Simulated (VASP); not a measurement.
Input of a VASP 6.6.1 run:

File POSCAR:

```
Se
1.0
    2.8143017331      0.0000000000      0.0000000000
    0.0000000000      2.8143017331      0.0000000000
    0.0000000000      0.0000000000      2.8143017331
Se
1
Direct
    0.0000000000      0.0000000000      0.0000000000
```

File INCAR.step1:

```
ALGO = Normal ; EDIFF = 1E-5
ENCUT = 520 ; GGA = PE
ISIF = 2 ; ISMEAR = -1
LASPH = T ; LCHARG = F
LREAL = F ; LWAVE = T
NBANDS = 9 ; NELM = 100
PREC = Accurate ; SIGMA = 0.1
```

Contents of INCAR.step2:

```
AEXX = 0.25 ; ALGO = Normal
EDIFF = 1E-6 ; ENCUT = 520
ISIF = 2 ; ISMEAR = -1
ISTART = 1 ; LASPH = T
LCHARG = F ; LHFCALC = T
LMIXTAU = T ; LREAL = F
LWAVE = F ; METAGGA = R2SCAN
NBANDS = 9 ; NELM = 100
PREC = Accurate ; PRECFOCK = Normal
SIGMA = 0.1
```

Contents of KPOINTS:

```
k-points
0
Gamma
  6 6 6
```

Potentials or basis: VASP PAW PBE potentials, release 64 (Se).

Run with:

```bash
$ cat potpaw_PBE.64/Se/POTCAR > POTCAR
$ cp INCAR.step1 INCAR
$ mpirun -np 1 vasp_std > vasp.out
$ cp INCAR.step2 INCAR
$ mpirun -np 1 vasp_std > vasp.out
```

(1) Predict the band gap on the k mesh.

(2) What does it give for the pressure?

## Answers

(1) zero (bands 3 and 4 overlap by 8.29 eV).

(2) -4.0 GPa.

Caveat: the k points lie up to 0.37 Å⁻¹ apart, too coarse for converged energies and pressures of a metal; the PAW data sets were made with another functional, which shifts forces and pressure a little.
